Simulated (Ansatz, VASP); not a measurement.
InAs: VASP beside Ansatz

```xyz
14
Lattice="6.0883 0.0000 0.0000 0.0000 4.3051 0.0000 0.0000 0.0000 29.4300" Properties=species:S:1:pos:R:3 pbc="T T T"
In    3.4006    2.1525    8.7560
In    5.9740    0.0000   10.3109
In    2.9665    2.1525   12.5893
In    5.9893    0.0000   14.7150
In    2.9665    2.1525   16.8407
In    5.9740    4.3051   19.1191
In    3.4005    2.1525   20.6739
As    4.6739    4.3051    8.0000
As    1.4131    2.1525   10.4417
As    4.5011    4.3051   12.5336
As    1.4252    2.1525   14.7150
As    4.5011    4.3051   16.8963
As    1.4130    2.1525   18.9883
As    4.6738    0.0000   21.4300
```

Alike in both runs: task single point; functional PBEsol; k mesh 2 × 4 × 1; occupations gaussian, width 0.1 eV; no spin polarisation.

```csv
,VASP,Ansatz
version,VASP 6.6.1,Ansatz 0.2.0
potentials or method,"VASP PAW PBE potentials, release 64 (In_d, As), cutoff 520 eV","plane-wave PAW, scalar-relativistic"
valence electrons in the cell,126,196
```

|  | VASP | Ansatz | Ansatz less VASP |
| --- | --- | --- | --- |
| rms of the force components (eV/Å) | 0.009 | 0.008 | -0.0011 |

VASP's potentials were made for PBE, not for PBEsol, and Ansatz warns of the same on its side. With one functional, cell and mesh, what is left measures potentials, basis and numerics. VASP's potentials hold 126 valence electrons a cell and Ansatz's 196, so a difference there can come from the potentials and not from the codes.

The k mesh is coarse, so the values compare programs but aren't converged.
